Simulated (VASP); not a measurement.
A run of VASP 6.6.1 is set up as follows.

INCAR

```
PREC = Accurate ; ENCUT = 520
EDIFF = 1E-7 ; ISMEAR = 0
SIGMA = 0.01 ; LREAL = F
LASPH = T ; NELM = 60
ALGO = Normal ; ISIF = 2
LWAVE = F ; LCHARG = F
GGA = PE ; NBANDS = 11
```

KPOINTS

```
Automatic mesh
0
Gamma
  6 6 6
```

The input POSCAR:

```
BeS
1.0
    0.0000000000      2.2246053091      2.2246053091
    2.2246053091      0.0000000000      2.2246053091
    2.2246053091      2.2246053091      0.0000000000
Be S
1 1
Direct
    0.0000000000      0.0000000000      0.0000000000
    0.5000000000      0.5000000000      0.5000000000
```

Potentials or basis: VASP PAW PBE potentials, release 64 (Be, S).

Run with:

```bash
$ cat potpaw_PBE.64/Be/POTCAR potpaw_PBE.64/S/POTCAR > POTCAR
$ mpirun -np 1 vasp_std > vasp.out
```

(1) What does it give for the pressure?

(2) What does it give for the band gap on the k mesh?

Answers

(1) 16.3 GPa.

(2) 1.03 eV, indirect (least direct gap 4.30 eV).

Caveat: the cell differs from its parent crystal (strain -4.0%).
